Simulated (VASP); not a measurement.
Input of a VASP 6.6.1 run:

INCAR

```
PREC = Accurate ; ENCUT = 520
EDIFF = 1E-6 ; ISMEAR = 0
SIGMA = 0.03 ; LREAL = False
LASPH = True ; NELM = 100
ALGO = Normal ; ISIF = 2
LWAVE = False ; LCHARG = False
GGA = PE ; IVDW = 12
NBANDS = 35
```

File KPOINTS:

```
Automatic mesh
0
Gamma
  8 4 4
```

POSCAR

```
SnSe2
1.0
   -3.8390485965      0.0000000000      0.0000000000
    0.0000000000      0.0000000000     -6.0116310912
   -0.0000000001     -6.6494272218      0.0000000000
Sn Se
2 4
Direct
    0.5668479691      0.0927164134      0.5178549866
   -0.0133695938     -0.0185432827     -0.0035709973
    0.4866304062      0.7163037204      0.1630956694
   -0.0133695938      0.7163037204      0.6630956694
   -0.0133695938      0.2466097142      0.3297623360
    0.4866304062      0.2466097142      0.8297623360
```

Potentials or basis: VASP PAW PBE potentials, release 64 (Sn_d, Se).

Run with:

```bash
$ cat potpaw_PBE.64/Sn_d/POTCAR potpaw_PBE.64/Se/POTCAR > POTCAR
$ mpirun -np 1 vasp_std > vasp.out
```

Problem. Predict the pressure.

Solution. 6.8 GPa.

Problem. Estimate the largest force.

Solution. 6.935 eV/Å.

Problem. Estimate the band gap on the k mesh.

Solution. Zero (bands 26 and 27 overlap by 0.29 eV).

Forces on the atoms (eV/Å):
```
Sn   3.026  0.521  6.218
Sn  -0.058  0.214  2.540
Se   0.021 -0.225 -1.011
Se   0.228  0.209 -1.307
Se  -3.708  2.942 -3.464
Se   0.491 -3.661 -2.976
```

Caveat: the cell differs from its parent crystal (atom 1 moved 0.75 Å); the stress differs along the axes, from 2 to 12 GPa; semilocal functionals underestimate gaps, and a narrow one can read as zero; spin-orbit coupling is left out, which moves the levels of the heavy elements; forces of over 1 eV/Å act on the atoms, so gaps and moduli don't describe the material at rest.
